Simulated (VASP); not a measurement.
Runs of VASP 6.6.1 on Ge. The structure is that of space group Cmmm (No. 65), or close to it. The cells are those of the table. 

```tsv
cell	gap on the mesh (eV)	pressure (GPa)
a = 2.871, b = 2.871, c = 2.624 Å, angles 90.0, 90.0, 123.5°, 1 atom	none	2.8
a = 3.029, b = 3.029, c = 2.768 Å, angles 90.0, 90.0, 123.5°, 1 atom	none	(a)
a = 2.952, b = 2.952, c = 2.698 Å, angles 90.0, 90.0, 123.5°, 1 atom	none	-3.4
a = 2.829, b = 2.829, c = 2.586 Å, angles 90.0, 90.0, 123.5°, 1 atom	none	7.5
a = 2.991, b = 2.991, c = 2.734 Å, angles 90.0, 90.0, 123.5°, 1 atom	none	-5.5
a = 2.912, b = 2.912, c = 2.662 Å, angles 90.0, 90.0, 123.5°, 1 atom	none	(b)
a = 3.066, b = 3.066, c = 2.802 Å, angles 90.0, 90.0, 123.5°, 1 atom	none	-8.6
```

Alike in all rows: task single point; level r2SCAN; potentials or basis VASP PAW PBE potentials, release 64 (Ge_d); no spin polarisation; k mesh 12 × 12 × 11; cutoff (eV) 520; smearing methfessel-paxton 0.1 eV.

Problem. Fill in the values left out.

Solution. (a) -7.2; (b) -0.7.

Caveats: the PAW data sets were made with another functional, which shifts forces and pressure a little; the cell stands under tension (at least some runs); the cell stands under pressure (at least some runs).

A k mesh can miss the band edges, and the runs leave out spin-orbit coupling on Ge.

A gap of «none» marks levels without a gap at the run's occupations.
